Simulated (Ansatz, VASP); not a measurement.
Cd in VASP and in Ansatz

Contents of INCAR:

```
SYSTEM = Cd
PREC     = Accurate       ! precision mode
ENCUT    = 600            ! plane-wave cutoff, eV
EDIFF    = 1E-6           ! SCF threshold, eV
ISMEAR   = 0              ! smearing method
SIGMA    = 0.1            ! smearing width, eV
LREAL    = .False.        ! projectors in reciprocal space
LASPH    = .True.         ! aspherical terms in the spheres
NELM     = 80             ! most SCF steps
ALGO     = Fast           ! electronic algorithm
ISIF     = 3              ! what is computed and relaxed
LWAVE    = .False.        ! write WAVECAR
LCHARG   = .False.        ! write CHGCAR
GGA      = PE             ! functional
IBRION   = 2              ! ionic algorithm
NSW      = 90             ! ionic steps
EDIFFG   = -0.04          ! ionic threshold
```

Contents of KPOINTS:

```
Automatic mesh
0
Gamma
  6 6 6
  0 0 0
```

File POSCAR:

```
Cd
1.0
    0.0000000000      2.5474692600      3.4807231900
    2.4771989800      0.0000000000      3.4807231900
    2.4771989800      2.5474692600      0.0000000000
Cd
2
Direct
    0.2500000000      0.2500000000      0.2500000000
    0.0000000000      0.0000000000      0.0000000000
```

Input for Ansatz:

```yaml
crystal:
  lattice:
    - [0.0, 2.54746926, 3.48072319]
    - [2.47719898, 0.0, 3.48072319]
    - [2.47719898, 2.54746926, 0.0]
  atoms:
    - { symbol: Cd, position: [0.25, 0.25, 0.25] }
    - { symbol: Cd, position: [0.0, 0.0, 0.0] }
basis:
  ecutwfc: 420
kpoints:
  mp_grid: { grid: [6, 6, 6] }
hamiltonian:
  xc: pbe
scf:
  occupations: { method: gaussian, width: 0.1 }
  lower_state_search: "off"
output:
  forces: true
  stress: true
  eigenvalues: true
relax:
  adjacent_minimum: "off"
  f_tol: 0.04
  max_steps: 70
  cell: { stress_tol: 0.4 }
```

Alike in both runs: task relaxation of cell and atoms; functional PBE; k mesh 6 × 6 × 6; occupations gaussian, width 0.1 eV; no spin polarisation.

```csv
,VASP,Ansatz
version,VASP 6.6.1,Ansatz 0.2.0
potentials or method,"VASP PAW PBE potentials, release 64 (Cd), cutoff 600 eV","scalar-relativistic, plane waves, PAW"
valence electrons in the cell,24,40
```

|  | VASP | Ansatz | Ansatz less VASP |
| --- | --- | --- | --- |
| gap on the k mesh at the Fermi level, each at its own relaxed structure (eV) | none | none | - |
| relaxed volume (Å³/atom) | 24.78 | 23.73 | -1.057 |
| relaxed cell length with the largest relative difference (Å) | 5.648 | 6.041 | +0.3929 |

A gap of «none» marks a metal or a gap that the smearing closes. One of these differences is far larger than is usual between the two programs; its cause wasn't traced. VASP's potentials hold 24 valence electrons a cell and Ansatz's 40, so a difference there can come from the potentials and not from the codes.
